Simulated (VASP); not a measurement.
TiPdSe4:

```
CELL_PARAMETERS angstrom
5.97650 0.00000 0.00000
-2.98825 5.17580 0.00000
0.00000 0.00000 4.64285
ATOMIC_POSITIONS crystal
Ti 0.66667 0.33333 0.00000
Pd 0.00000 0.00000 0.00000
Se 0.33333 0.66667 0.00000
Se 0.66436 0.83218 0.50000
Se 0.16782 0.83218 0.50000
Se 0.16782 0.33564 0.50000
```

The cell was generated, and may not be a known phase.

- Program: VASP 6.6.1
- Task: relaxation of cell and atoms
- Functional: PBE
- Potentials or basis: VASP PAW PBE potentials, release 64 (Ti_sv, Pd, Se)
- Cutoff: 600 eV
- k mesh: 3 × 3 × 3
- Occupations: gaussian, width 0.15 eV
- Spin: collinear spin
- Starting moments: [1.0, 0.0, 0.0, 0.0, 0.0, 0.0] μB

At the start: pressure -5.7 GPa; volume 23.94 Å³/atom.

Problem. How do energy, volume and symmetry change on relaxing?

Solution. Over 21 steps the energy falls by 124.7 meV/atom and the volume is 23.27 Å³/atom (-2.8 %); space group P-6m2 (No. 187, to 0.1 Å) before and after; moment 0.00 μB per cell.

Step by step:
```tsv
step	energy change (eV)	largest force (eV/Å)	pressure (GPa)	volume (Å³)
1	0.0000	0.9719	-5.73	143.62
2	-0.3935	0.7156	0.94	126.53
3	-0.3936	0.6902	1.37	125.84
4	-0.4799	0.2076	1.36	126.55
5	-0.5054	0.2684	1.52	127.12
6	-0.5649	0.1876	-0.79	131.86
7	-0.5691	0.1628	-1.48	133.56
8	-0.6237	0.1120	-0.66	132.74
9	-0.6426	0.0832	0.25	131.99
10	-0.6440	0.0729	0.64	131.69
11	-0.6491	0.0843	-0.13	133.59
12	-0.6491	0.0921	-0.17	133.69
13	-0.6523	0.0936	-0.17	134.33
14	-0.6874	0.0433	-0.89	136.15
15	-0.7394	0.2814	0.01	139.33
16	-0.7399	0.2871	-0.03	139.60
17	-0.7399	0.2877	-0.03	139.63
18	-0.7408	0.2720	-0.05	139.63
19	-0.7432	0.2249	-0.09	139.63
20	-0.7468	0.1310	-0.18	139.63
21	-0.7484	0.0556	-0.34	139.63
```

Final structure:
```yaml
crystal:
  lattice:
    - [6.66980, 0.00000, 0.00000]
    - [-3.33490, 5.77621, 0.00000]
    - [0.00000, 0.00000, 3.62430]
  atoms:
    - { symbol: Ti, position: [0.66667, 0.33333, 0.00000] }
    - { symbol: Pd, position: [0.00000, 0.00000, 0.00000] }
    - { symbol: Se, position: [0.33333, 0.66667, 0.00000] }
    - { symbol: Se, position: [0.68872, 0.84436, 0.50000] }
    - { symbol: Se, position: [0.15564, 0.84436, 0.50000] }
    - { symbol: Se, position: [0.15564, 0.31128, 0.50000] }
```

Caveat: the k points lie up to 0.58 Å⁻¹ apart in the final cell; a cell axis changed by over 15 % at a fixed basis, so the end point is rough; the relaxation stopped at a loose force limit of 0.08 eV/Å, so its end isn't a converged minimum.
